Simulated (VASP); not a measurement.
The system is Cd.

```
CELL_PARAMETERS angstrom
0.00000 3.07726 3.07726
3.07726 0.00000 3.07726
3.07726 3.07726 0.00000
ATOMIC_POSITIONS crystal
Cd 0.12500 0.12500 0.12500
Cd 0.87500 0.87500 0.87500
```

This isn't the form of Cd at room conditions, which is hcp.

```yaml
Program: VASP 6.6.1
Task: relaxation of cell and atoms
Functional: PBEsol
Potentials_or_basis: VASP PAW PBE potentials, release 64 (Cd)
Cutoff: 600 eV
k_mesh: 9 × 9 × 9
Occupations: fermi-dirac, width 0.1 eV
Spin: no spin polarisation
```

At the start: pressure 5.1 GPa; volume 29.14 Å³/atom.

Problem. How do energy, volume and symmetry change on relaxing?

Solution. Over 3 steps the energy falls by 61.6 meV/atom and the volume is 33.71 Å³/atom (+15.7 %); space group Fd-3m (No. 227, to 0.1 Å) before and after.

Step by step:
| step | energy change (eV) | largest force (eV/Å) | pressure (GPa) | volume (Å³) |
| --- | --- | --- | --- | --- |
| 1 | 0.0000 | 0.0000 | 5.12 | 58.28 |
| 2 | -0.1225 | 0.0000 | 0.30 | 66.50 |
| 3 | -0.1233 | 0.0000 | -0.03 | 67.42 |

Final structure:
```cif
data_structure
_symmetry_space_group_name_H-M 'P 1'
_symmetry_Int_Tables_number 1
_cell_length_a 4.5684
_cell_length_b 4.5684
_cell_length_c 4.5684
_cell_angle_alpha 60.000
_cell_angle_beta 60.000
_cell_angle_gamma 60.000
_cell_volume 67.42
loop_
_atom_site_label
_atom_site_type_symbol
_atom_site_fract_x
_atom_site_fract_y
_atom_site_fract_z
_atom_site_occupancy
Cd1 Cd 0.12500 0.12500 0.12500 1
Cd2 Cd 0.87500 0.87500 0.87500 1
```

Caveat: the volume moved by over 15 % at a fixed basis, so the end points are rough; the PAW data sets were made with another functional, which shifts forces and pressure a little.
